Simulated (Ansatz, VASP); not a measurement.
**One calculation of Ti3Al, two programs**

Contents of INCAR:

```
SYSTEM = Ti3Al
PREC = Accurate
ENCUT = 520
EDIFF = 1E-6
ISMEAR = 0
SIGMA = 0.15
LREAL = .FALSE.
LASPH = .TRUE.
NELM = 60
ALGO = Fast
ISIF = 2
LWAVE = .FALSE.
LCHARG = .FALSE.
GGA = PS
NBANDS = 28
```

Contents of KPOINTS:

```
Automatic mesh
0
G
  18 18 6
  0 0 0
```

File POSCAR:

```
Ti3Al
1.0
    3.1036617683      0.0000000000      0.0000000000
   -1.5518308841      2.6878499361      0.0000000000
    0.0000000000      0.0000000000      8.1657341124
Ti Al
3 1
Direct
    0.6666666667      0.3333333333      0.0000000000
    0.3333333333      0.6666666667      0.7511732072
    0.3333333333      0.6666666667      0.2488267928
    0.6666666667      0.3333333333      0.5000000000
```

Input for Ansatz:

```yaml
crystal:
  lattice:
    - [3.1036617683, 0.0, 0.0]
    - [-1.5518308841, 2.6878499361, 0.0]
    - [0.0, 0.0, 8.1657341124]
  atoms:
    - { symbol: Ti, position: [0.6666666667, 0.3333333333, 0.0] }
    - { symbol: Ti, position: [0.3333333333, 0.6666666667, 0.7511732072] }
    - { symbol: Ti, position: [0.3333333333, 0.6666666667, 0.2488267928] }
    - { symbol: Al, position: [0.6666666667, 0.3333333333, 0.5] }
basis:
  ecutwfc: 520.0
kpoints:
  mp_grid: { grid: [18, 18, 6] }
hamiltonian:
  xc: pbesol
  pseudopotentials: { kind: paw, azcp: { folder: soft_1 } }
scf:
  occupations: { method: gaussian, width: 0.15 }
output:
  forces: true
  stress: true
  eigenvalues: true
```

Alike in both runs: task single point; functional PBEsol; k mesh 18 × 18 × 6; occupations gaussian, width 0.15 eV; no spin polarisation.

|  | VASP | Ansatz |
| --- | --- | --- |
| version | VASP 6.6.1 | Ansatz 0.2.0 |
| potentials or method | VASP PAW PBE potentials, release 64 (Ti_sv, Al), cutoff 520 eV | scalar-relativistic, plane waves, PAW |
| valence electrons in the cell | 39 | 39 |

|  | VASP | Ansatz | Ansatz less VASP |
| --- | --- | --- | --- |
| gap on the k mesh at the Fermi level (eV) | none | none | - |
| pressure (GPa) | -0.5 | -0.5 | +0.06 |
| traceless stress, the component that is largest in VASP (GPa) | 14.03 | 14.04 | +0.014 |
| rms of the force components (eV/Å) | 0.019 | 0.013 | -0.0052 |

VASP's potentials were made for PBE, not for PBEsol, and Ansatz warns of the same on its side. Atom by atom the forces differ by 0.005 eV/Å (rms over components). A gap of «none» marks a metal or a gap that the smearing closes. With one functional, cell and mesh, what is left measures potentials, basis and numerics.
